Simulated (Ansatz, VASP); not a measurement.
Ti in VASP and in Ansatz

```xyz
1
Lattice="-1.6945 1.6945 1.4403 1.6945 -1.6945 1.4403 1.6945 1.6945 -1.4403" Properties=species:S:1:pos:R:3 pbc="T T T"
Ti    0.0000    0.0000    0.0000
```

Alike in both runs: task single point; functional PBEsol; k mesh 28 × 28 × 28; occupations gaussian, width 0.15 eV; no spin polarisation.

|  | VASP | Ansatz |
| --- | --- | --- |
| version | VASP 6.6.1 | Ansatz 0.2.0 |
| potentials or method | VASP PAW PBE potentials, release 64 (Ti_sv), cutoff 520 eV | scalar-relativistic, plane waves, PAW |
| valence electrons in the cell | 12 | 12 |

VASP gave:

- gap on the k mesh at the Fermi level (eV): none
- pressure (GPa): -0.3
- traceless stress, the component that is largest in VASP (GPa): 0.68

Task: Which values does Ansatz return?

Result: gap on the k mesh at the Fermi level (eV): none; pressure (GPa): 0.0; traceless stress, the component that is largest in VASP (GPa): 0.74.

VASP's potentials were made for PBE, not for PBEsol. A gap of «none» marks a metal or a gap that the smearing closes. The functional is the same, so the differences come from potentials, cutoffs and numerics.
